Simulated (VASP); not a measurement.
A run of VASP 6.6.1 is set up as follows.

Contents of INCAR:

```
  ALGO = Normal
  EDIFF = 1E-6
  ENCUT = 500
  GGA = PS
  GGA_COMPAT = False
  ISIF = 2
  ISMEAR = 0
  LASPH = True
  LCHARG = False
  LREAL = False
  LWAVE = False
  NBANDS = 16
  NELM = 120
  PREC = Accurate
  SIGMA = 0.1
```

The input KPOINTS:

```
k-points
0
Gamma
  9 9 9
```

The input POSCAR:

```
HgTe
1.0
    4.6255804171      0.0000000000      0.0000000000
   -2.3127902085      4.0058701484      0.0000000000
    2.3127902085      1.3352900495      3.7459338233
Te Hg
1 1
Direct
    0.0013884390      0.5006942195      0.4979173414
    0.4986115610      0.2493057805      0.2520826586
```

Potentials or basis: VASP PAW PBE potentials, release 64 (Te, Hg).

Launch:

```sh
$ cat potpaw_PBE.64/Te/POTCAR potpaw_PBE.64/Hg/POTCAR > POTCAR
$ mpirun -np 1 vasp_std > vasp.out
```

Problem. What does it give for the band gap on the k mesh?

Solution. 0.04 eV.

Problem. Predict the largest force.

Solution. 0.008 eV/Å.

Problem. Estimate the pressure.

Solution. -0.2 GPa.

Forces on the atoms (eV/Å):
```
Te   0.000  0.000  0.008
Hg   0.000  0.000 -0.008
```

Caveat: the smearing spreads over this small gap; the PAW data sets were made with another functional, which shifts forces and pressure a little; spin-orbit coupling is left out, which moves the levels of the heavy elements.
